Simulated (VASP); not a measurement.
Wanted: the native input for a VASP 6.6.1 run.

| Item | Value |
| --- | --- |
| Task | single point |
| Functional | LDA |
| Potentials or basis | VASP PAW LDA potentials, release 64 (Pt) |
| Cutoff | 520 eV |
| k mesh | 20 × 20 × 20 |
| Occupations | gaussian, width 0.15 eV |
| Spin | no spin polarisation |
| Dipole correction | no |
| Further INCAR settings | ALGO = Normal; EDIFF = 1e-07; NBANDS = 11 |

The structure of Pt lies in POSCAR:

```
Pt
1.0
    0.0000000000      1.9468328700      1.9468328700
    1.7862191582      0.0000000000      1.9468328700
    1.7862191582      1.9468328700      0.0000000000
Pt
1
Direct
    0.0000000000      0.0000000000      0.0000000000
```

This cell differs from its parent crystal: normal strain along x -0.0825, normal strain along z +0.0000.

One way to write it, as run:

INCAR

```
SYSTEM = Pt
PREC = Accurate
ENCUT = 520
EDIFF = 1E-7
ISMEAR = 0
SIGMA = 0.15
LREAL = .False.
LASPH = .True.
NELM = 100
ALGO = Normal
ISIF = 2
LWAVE = .False.
LCHARG = .False.
NBANDS = 11
```

KPOINTS

```
Automatic mesh
0
Gamma
  20 20 20
  0 0 0
```

Potentials or basis: VASP PAW LDA potentials, release 64 (Pt).

The run is started by

```bash
$ cat potpaw_LDA.64/Pt/POTCAR > POTCAR
$ mpirun -np 1 vasp_std > vasp.out
```

It gave:

| Property | Result |
| --- | --- |
| Pressure | 35.3 GPa |
| Band gap on the k mesh | zero (bands 5 and 6 overlap by 3.17 eV) |

Caveat: the cell differs from its parent crystal (normal strain along x -0.0825, normal strain along z +0.0000); the cell stands under pressure; spin-orbit coupling is left out, which moves the levels of the heavy elements.

It took 50 s on 1 thread of AMD EPYC 7R13 Processor (Zen 3) (shared host), peak memory 0.17 GiB.
